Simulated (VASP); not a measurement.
# Sb (P6_3/mmc) in VASP: further runs, part 2 of 2

VASP 6.6.1. Earlier steps stand in the parts before.

### Step 4. Single point, PBEsol-based global hybrid

This run uses another cell than the first one, of 25.11 Å³/atom, 0.942 times its volume.

File POSCAR:

```
Sb
1.0
    3.2559648239      0.0000000000      0.0000000000
   -1.6279824119      2.8197482513      0.0000000000
    0.0000000000      0.0000000000      5.4700811399
Sb
2
Direct
    0.6666666667      0.3333333333      0.7500000000
    0.3333333333      0.6666666667      0.2500000000
```

File INCAR.step1:

```
SYSTEM = Sb
PREC = Accurate
ENCUT = 520
EDIFF = 1E-5
ISMEAR = -1
SIGMA = 0.05
LREAL = .FALSE.
LASPH = .TRUE.
NELM = 100
ALGO = Normal
ISIF = 2
LWAVE = .TRUE.
GGA = PE
NBANDS = 12
```

File INCAR.step2:

```
SYSTEM = Sb
PREC = Accurate
ENCUT = 520
EDIFF = 1E-7
ISMEAR = -1
SIGMA = 0.05
LREAL = .FALSE.
LASPH = .TRUE.
NELM = 100
ALGO = Normal
ISIF = 2
LWAVE = .FALSE.
LCHARG = .TRUE.
GGA = PS
LHFCALC = .TRUE.
AEXX = 0.25
PRECFOCK = Normal
LELF = .TRUE.
LVHAR = .TRUE.
ISTART = 1
NBANDS = 12
```

File KPOINTS:

```
regular mesh
0
G
  5 5 3
  0 0 0
```

Potentials or basis: VASP PAW PBE potentials, release 64 (Sb).

Launch:

```
> cat potpaw_PBE.64/Sb/POTCAR > POTCAR
> cp INCAR.step1 INCAR
> mpirun -np 1 vasp_std > vasp.out
> cp INCAR.step2 INCAR
> mpirun -np 1 vasp_std > vasp.out
```

OUTCAR:

```text
SYSTEM = Sb
   PREC = Accurate
   ENCUT = 520
   EDIFF = 1E-7
   ISMEAR = -1
   LREAL = .FALSE.
   LASPH = .TRUE.
   NELM = 100
   ISIF = 2
   GGA = PS
   LHFCALC = .TRUE.
   AEXX = 0.25
   PRECFOCK = Normal
   ISTART = 1

 ion  position               nearest neighbor table
   1  0.667  0.333  0.750-   2 3.32   2 3.32   2 3.32   2 3.32   2 3.32   2 3.32
   2  0.333  0.667  0.250-   1 3.32   1 3.32   1 3.32   1 3.32   1 3.32   1 3.32

  LATTYP: Found a hexagonal cell.
 ALAT       =     3.2559648239
 C/A-ratio  =     1.6800185001

  Lattice vectors:

 A1 = (   3.2559648239,   0.0000000000,   0.0000000000)
 A2 = (  -1.6279824119,   2.8197482513,   0.0000000000)
 A3 = (   0.0000000000,   0.0000000000,   5.4700811399)

Analysis of symmetry for initial positions (statically):
=====================================================================
 Subroutine PRICEL returns:
 Original cell was already a primitive cell.

 Routine SETGRP: Setting up the symmetry group for a
 hexagonal supercell.

 Subroutine GETGRP returns: Found 24 space group operations
 (whereof 12 operations were pure point group operations)
 out of a pool of 24 trial point group operations.
[... 169 lines left out ...]
      4      14.3985      0.00000
      5      14.3985      0.00000
      6      15.7728      0.00000
      7      16.2146      0.00000
      8      16.2146      0.00000
      9      18.7026      0.00000
     10      19.3721      0.00000
     11      20.7008      0.00000
     12      20.7008      0.00000
[... 121 lines left out ...]
 k-point    10 :       0.4000    0.2000    0.3333
  band No.  band energies     occupation
      1      -0.7064      2.00000
      2       0.0667      2.00000
      3       2.8103      2.00000
      4       3.6898      2.00000
      5       6.0671      2.00000
      6       7.7839      2.00000
      7      10.8640      0.00000
      8      12.2319      0.00000
      9      16.5189      0.00000
     10      18.5233      0.00000
     11      18.7378      0.00000
     12      19.8897      0.00000

------------------------ aborting loop because EDIFF is reached ----------------------------------------

  FORCE on cell =-STRESS in cart. coord.  units (eV):
  Direction    XX          YY          ZZ          XY          YZ          ZX
  --------------------------------------------------------------------------------------
  -------------------------------------------------------------------------------------
  Total       -0.4090821     -0.4090821     -0.4003696     -0.0000000     -0.0000000      0.0000000
  in kB      -13.0508020    -13.0508020    -12.7728512     -0.0000000     -0.0000000      0.0000000
  external PRESSURE =     -12.9581517 kB  Pullay stress =       0.0000000 kB

 VOLUME and BASIS-vectors are now :
 -----------------------------------------------------------------------------
  energy-cutoff  :      520.00
  volume of cell :       50.22
      direct lattice vectors                 reciprocal lattice vectors
     3.255964824  0.000000000  0.000000000     0.307128625  0.177320794  0.000000000
    -1.627982412  2.819748251  0.000000000     0.000000000  0.354641589  0.000000000
     0.000000000  0.000000000  5.470081140     0.000000000  0.000000000  0.182812645

 POSITION                                       TOTAL-FORCE (eV/Angst)
 -----------------------------------------------------------------------------------
      1.62798      0.93992      4.10256        -0.000000      0.000000      0.000000
     -0.00000      1.87983      1.36752         0.000000     -0.000000     -0.000000
 -----------------------------------------------------------------------------------
    total drift:                                0.000000      0.000000     -0.000000

  FREE ENERGIE OF THE ION-ELECTRON SYSTEM (eV)
  ---------------------------------------------------
  free  energy   TOTEN  =       -11.3037276650 eV

  energy  without entropy=      -11.3037120050  energy(sigma->0) =      -11.30371984
```

OUTCAR.step1:

```text
SYSTEM = Sb
   PREC = Accurate
   ENCUT = 520
   EDIFF = 1E-5
   ISMEAR = -1
   LREAL = .FALSE.
[... 357 lines left out ...]
      1.62798      0.93992      4.10256        -0.000000      0.000000      0.000000
     -0.00000      1.87983      1.36752         0.000000      0.000000      0.000000
 -----------------------------------------------------------------------------------
    total drift:                               -0.000000      0.000000     -0.000000

  FREE ENERGIE OF THE ION-ELECTRON SYSTEM (eV)
  ---------------------------------------------------
  free  energy   TOTEN  =        -7.7262315287 eV

  energy  without entropy=       -7.7216404736  energy(sigma->0) =       -7.72393600
```

Run time: 3.5 min. Hardware: 1 thread of Intel Xeon 6975P-C (Granite Rapids), shared host; peak memory 0.17 GiB.

Results:

| Item | Value |
| --- | --- |
| Free energy | -11.3037 eV |
| Pressure | -1.3 GPa |
| Band gap on the k mesh | zero (band 5 reaches 14.87 eV, above the bottom of band 6 at 6.78 eV) |

Levels at points of the mesh, in eV from the Fermi level:
```csv
k point,band 1,band 2,band 3,band 4,band 5,band 6,band 7,band 8,band 9,band 10
"(0.00, 0.00, 0.00)",-15.51,-11.19,-7.64,5.17,5.17,6.55,6.99,6.99,9.48,10.15
```

Caveat: the k points lie up to 0.45 Å⁻¹ apart; the PAW data sets were made with another functional, which shifts forces and pressure a little; spin-orbit coupling is left out, which moves the levels of the heavy elements.

### Step 5. Single point, PBE0

This run uses another cell than the first one, of 25.80 Å³/atom, 0.968 times its volume.

File POSCAR:

```
Sb
1.0
    3.2856082107      0.0000000000      0.0000000000
   -1.6428041053      2.8454201773      0.0000000000
    0.0000000000      0.0000000000      5.5187419673
Sb
2
Direct
    0.6666666667      0.3333333333      0.7500000000
    0.3333333333      0.6666666667      0.2500000000
```

File INCAR.step1:

```
  PREC = Accurate
  ENCUT = 520
  EDIFF = 1E-5
  ISMEAR = -1
  SIGMA = 0.05
  LREAL = False
  LASPH = True
  NELM = 60
  ALGO = Normal
  ISIF = 2
  LWAVE = True
  LCHARG = False
  GGA = PE
  NBANDS = 12
```

File INCAR.step2:

```
  PREC = Accurate
  ENCUT = 520
  EDIFF = 1E-6
  ISMEAR = -1
  SIGMA = 0.05
  LREAL = False
  LASPH = True
  NELM = 60
  ALGO = Normal
  ISIF = 2
  LWAVE = False
  LCHARG = False
  GGA = PE
  LHFCALC = True
  AEXX = 0.25
  PRECFOCK = Normal
  ISTART = 1
  NBANDS = 12
```

File KPOINTS:

```
regular mesh
0
Gamma
  5 5 3
```

Potentials or basis: VASP PAW PBE potentials, release 64 (Sb).

Launch:

```
> cat potpaw_PBE.64/Sb/POTCAR > POTCAR
> cp INCAR.step1 INCAR
> mpirun -np 1 vasp_std > vasp.out
> cp INCAR.step2 INCAR
> mpirun -np 1 vasp_std > vasp.out
```

OUTCAR:

```text
PREC = Accurate
   ENCUT = 520
   EDIFF = 1E-6
   ISMEAR = -1
   LREAL = False
   LASPH = True
   NELM = 60
   ISIF = 2
   GGA = PE
   LHFCALC = True
   AEXX = 0.25
   PRECFOCK = Normal
   ISTART = 1

 ion  position               nearest neighbor table
   1  0.667  0.333  0.750-   2 3.35   2 3.35   2 3.35   2 3.35   2 3.35   2 3.35
   2  0.333  0.667  0.250-   1 3.35   1 3.35   1 3.35   1 3.35   1 3.35   1 3.35

  LATTYP: Found a hexagonal cell.
 ALAT       =     3.2856082107
 C/A-ratio  =     1.6796713465

  Lattice vectors:

 A1 = (   3.2856082107,   0.0000000000,   0.0000000000)
 A2 = (  -1.6428041053,   2.8454201773,   0.0000000000)
 A3 = (   0.0000000000,   0.0000000000,   5.5187419673)

Analysis of symmetry for initial positions (statically):
=====================================================================
 Subroutine PRICEL returns:
 Original cell was already a primitive cell.

 Routine SETGRP: Setting up the symmetry group for a
 hexagonal supercell.

 Subroutine GETGRP returns: Found 24 space group operations
 (whereof 12 operations were pure point group operations)
 out of a pool of 24 trial point group operations.

The static configuration has the point symmetry D_3d.
 The point group associated with its full space group is D_6h.

Analysis of symmetry for dynamics (positions and initial velocities):
=====================================================================
 Subroutine PRICEL returns:
 Original cell was already a primitive cell.

 Routine SETGRP: Setting up the symmetry group for a
 hexagonal supercell.

 Subroutine GETGRP returns: Found 24 space group operations
 (whereof 12 operations were pure point group operations)
 out of a pool of 24 trial point group operations.

The dynamic configuration has the point symmetry D_3d.
 The point group associated with its full space group is D_6h.
[... 115 lines left out ...]
   NKREDZ  =     1    reduce k-point grid by
   AEXX    =    0.2500 exact exchange contribution
   HFSCREEN=    0.0000 screening length (either q_TF or 0.3 A-1)
   HFSCREENC=   0.0000 screening length for correlation (either q_TF or 0.3 A-1)
   ENCUTFOCK=  -1.0 apply spherical cutoff to Coloumb kernel
   IVDW    =     0    specifies the selected vdW correction
   LEPSILON=     F    determine dielectric tensor
   LRPA    =     F    only Hartree local field effects (RPA)
 non-spin polarized calculation
  energy-cutoff  :      520.00
  volume of cell :       51.59
 maximum number of plane-waves:      1410
  NGX = 20; NGY = 20; NGZ = 32

 number of electron      10.0000002 magnetization

 Free energy of the ion-electron system (eV)
  ---------------------------------------------------
  ext. energy  EPLUGINS =         0.00000000
  ---------------------------------------------------
  free energy    TOTEN  =       -10.62866746 eV

  energy without entropy =      -10.62864325  energy(sigma->0) =      -10.62865535

 E-fermi :   8.9864     XC(G=0):  -8.2456

 val. band max:        8.5456409832   @ k =   0.4000   0.2000   0.0000
 cond. band min:       9.4616539937   @ k =   0.2000  -0.0000   0.3333
 fundamental gap:      0.9160130106
 Fermi energy:         8.9863728140

 k-point     1 :       0.0000    0.0000    0.0000
  band No.  band energies     occupation
      1      -6.2778      2.00000
      2      -2.1082      2.00000
      3       1.5374      2.00000
      4      14.0031      0.00000
      5      14.0031      0.00000
      6      15.3345      0.00000
      7      15.7660      0.00000
      8      15.7660      0.00000
      9      18.2711      0.00000
     10      19.0285      0.00000
     11      20.2832      0.00000
     12      20.2832      0.00000
[... 121 lines left out ...]
 k-point    10 :       0.4000    0.2000    0.3333
  band No.  band energies     occupation
      1      -0.8894      2.00000
      2      -0.1501      2.00000
      3       2.7174      2.00000
      4       3.5699      2.00000
      5       5.8980      2.00000
      6       7.5675      2.00000
      7      10.5758      0.00000
      8      11.9241      0.00000
      9      16.1905      0.00000
     10      18.1538      0.00000
     11      18.3661      0.00000
     12      19.4855      0.00000

------------------------ aborting loop because EDIFF is reached ----------------------------------------

  FORCE on cell =-STRESS in cart. coord.  units (eV):
  Direction    XX          YY          ZZ          XY          YZ          ZX
  --------------------------------------------------------------------------------------
  -------------------------------------------------------------------------------------
  Total       -0.4322925     -0.4322925     -0.4242100     -0.0000000      0.0000000      0.0000000
  in kB      -13.4241254    -13.4241254    -13.1731359     -0.0000000      0.0000000      0.0000000
  external PRESSURE =     -13.3404622 kB  Pullay stress =       0.0000000 kB

 VOLUME and BASIS-vectors are now :
 -----------------------------------------------------------------------------
  energy-cutoff  :      520.00
  volume of cell :       51.59
      direct lattice vectors                 reciprocal lattice vectors
     3.285608211  0.000000000  0.000000000     0.304357652  0.175720972  0.000000000
    -1.642804105  2.845420177  0.000000000     0.000000000  0.351441944  0.000000000
     0.000000000  0.000000000  5.518741967     0.000000000  0.000000000  0.181200717

 POSITION                                       TOTAL-FORCE (eV/Angst)
 -----------------------------------------------------------------------------------
      1.64280      0.94847      4.13906        -0.000000      0.000000      0.000000
     -0.00000      1.89695      1.37969         0.000000     -0.000000     -0.000000
 -----------------------------------------------------------------------------------
    total drift:                                0.000000      0.000000     -0.000000

  FREE ENERGIE OF THE ION-ELECTRON SYSTEM (eV)
  ---------------------------------------------------
  free  energy   TOTEN  =       -10.6286674625 eV

  energy  without entropy=      -10.6286432461  energy(sigma->0) =      -10.62865535
```

OUTCAR.step1:

```text
PREC = Accurate
   ENCUT = 520
   EDIFF = 1E-5
   ISMEAR = -1
   LREAL = False
[... 357 lines left out ...]
      1.64280      0.94847      4.13906         0.000000     -0.000000      0.000000
     -0.00000      1.89695      1.37969        -0.000000      0.000000      0.000000
 -----------------------------------------------------------------------------------
    total drift:                               -0.000000      0.000000     -0.000000

  FREE ENERGIE OF THE ION-ELECTRON SYSTEM (eV)
  ---------------------------------------------------
  free  energy   TOTEN  =        -7.7565359621 eV

  energy  without entropy=       -7.7503259501  energy(sigma->0) =       -7.75343096
```

OSZICAR.step1:

```text
N       E                     dE             d eps       ncg     rms          rms(c)
DAV:   1     0.318879727367E+02    0.31888E+02   -0.36075E+03   240   0.659E+02
DAV:   2    -0.605935503615E+01   -0.37947E+02   -0.36264E+02   340   0.109E+02
DAV:   3    -0.775477058526E+01   -0.16954E+01   -0.16835E+01   320   0.254E+01
DAV:   4    -0.776864942059E+01   -0.13879E-01   -0.13878E-01   284   0.269E+00
DAV:   5    -0.776877858825E+01   -0.12917E-03   -0.12917E-03   300   0.293E-01    0.265E+00
DAV:   6    -0.776069994884E+01    0.80786E-02   -0.43044E-03   276   0.337E-01    0.150E+00
DAV:   7    -0.775650560914E+01    0.41943E-02   -0.84174E-03   260   0.473E-01    0.553E-02
DAV:   8    -0.775653368758E+01   -0.28078E-04   -0.17600E-04   288   0.924E-02    0.117E-02
DAV:   9    -0.775653596206E+01   -0.22745E-05   -0.40366E-06   196   0.145E-02
   1 F= -.77565360E+01 E0= -.77534310E+01  d E =-.621001E-02
```

It took 2.8 min on 1 thread of Intel Xeon 6975P-C (Granite Rapids), shared host; peak memory 0.17 GiB.

What came out:

```
Free energy            : -10.6287 eV
Pressure               : -1.3 GPa
Band gap on the k mesh : zero (band 5 reaches 14.46 eV, above the bottom of band 6 at 6.60 eV)
```

Levels at points of the mesh, in eV from the Fermi level:
```tsv
k point	band 1	band 2	band 3	band 4	band 5	band 6	band 7	band 8	band 9	band 10
(0.00, 0.00, 0.00)	-15.26	-11.09	-7.45	5.02	5.02	6.35	6.78	6.78	9.28	10.04
```

Caveat: the k points lie up to 0.44 Å⁻¹ apart; the PAW data sets were made with another functional, which shifts forces and pressure a little; spin-orbit coupling is left out, which moves the levels of the heavy elements.

### Step 6. The runs side by side

| task | level | potentials or basis | cell | k mesh | cutoff (eV) | grid for exact exchange (PRECFOCK) | second run | share of exact exchange | gap on the mesh (eV) | pressure (GPa) |
| --- | --- | --- | --- | --- | --- | --- | --- | --- | --- | --- |
| single point | PBE0 | VASP PAW PBE potentials, release 64 (Sb) | a = 3.355, b = 3.355, c = 5.470 Å, angles 90.0, 90.0, 120.0°, 2 atoms | 6 × 6 × 4 | 520 | Normal | - | - | none | -1.7 |
| relaxation of cell and atoms | LDA | VASP PAW LDA potentials, release 64 (Sb_d_GW) | relaxed from a = 3.355, b = 3.355, c = 5.470 Å, angles 90.0, 90.0, 120.0°, 2 atoms | 9 × 9 × 5 | 500 | - | valence_matched | - | none | 0.0 |
| single point | PBEsol-based global hybrid | VASP PAW PBE potentials, release 64 (Sb) | a = 3.256, b = 3.256, c = 5.470 Å, angles 90.0, 90.0, 120.0°, 2 atoms | 5 × 5 × 3 | 520 | Normal | - | 0.25 | none | -1.3 |
| single point | PBE0 | VASP PAW PBE potentials, release 64 (Sb) | a = 3.286, b = 3.286, c = 5.519 Å, angles 90.0, 90.0, 120.0°, 2 atoms | 5 × 5 × 3 | 520 | Normal | - | - | none | -1.3 |

Alike in all rows: no spin polarisation; smearing fermi-dirac 0.05 eV.

Caveats: some runs use coarse meshes; spin-orbit coupling is left out, which moves the levels of the heavy elements; the PAW data sets were made with another functional, which shifts forces and pressure a little (some runs).

Total energies depend on the potentials used, so only differences within one code and one set of settings carry meaning.
